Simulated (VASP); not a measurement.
Set up this calculation in VASP 6.6.1, as the native input.

| Item | Value |
| --- | --- |
| Task | single point |
| Functional | PBEsol |
| Potentials or basis | VASP PAW PBE potentials, release 64 (Cd, Se) |
| Cutoff | 520 eV |
| k mesh | 8 × 8 × 8 |
| Occupations | fermi-dirac, width 0.02 eV |
| Spin | no spin polarisation |
| Dipole correction | no |
| Further INCAR settings | ALGO = Normal; EDIFF = 1e-06; NBANDS = 16 |

The structure of CdSe lies in POSCAR:

```
CdSe
1.0
    0.0000000000      2.8139999918      2.8139999918
    2.8139999918      0.0000000000      2.8139999918
    2.8139999918      2.8139999918      0.0000000000
Cd Se
1 1
Direct
    0.0000000000      0.0000000000      0.0000000000
    0.5000000000      0.5000000000      0.5000000000
```

One way to write it, as run:

INCAR

```
  PREC = Accurate
  ENCUT = 520
  EDIFF = 1E-6
  ISMEAR = -1
  SIGMA = 0.02
  LREAL = False
  LASPH = True
  NELM = 80
  ALGO = Normal
  ISIF = 2
  LWAVE = False
  LCHARG = True
  GGA = PS
  LELF = True
  LVHAR = True
  NBANDS = 16
```

KPOINTS

```
Automatic mesh
0
Gamma
  8 8 8
```

Potentials or basis: VASP PAW PBE potentials, release 64 (Cd, Se).

The run is started by

```sh
$ cat potpaw_PBE.64/Cd/POTCAR potpaw_PBE.64/Se/POTCAR > POTCAR
$ mpirun -np 1 vasp_std > vasp.out
```

Results of the run:

```yaml
Pressure: 0.5 GPa
Band_gap_on_the_k_mesh: zero (bands 9 and 10 overlap by 0.56 eV)
```

Caveat: semilocal functionals underestimate gaps, so a narrow gap can read as zero; the PAW data sets were made with another functional, which shifts forces and pressure a little.

Wall time 35 s on 1 thread of AMD EPYC 7R13, on a shared host, peak memory 0.14 GiB.
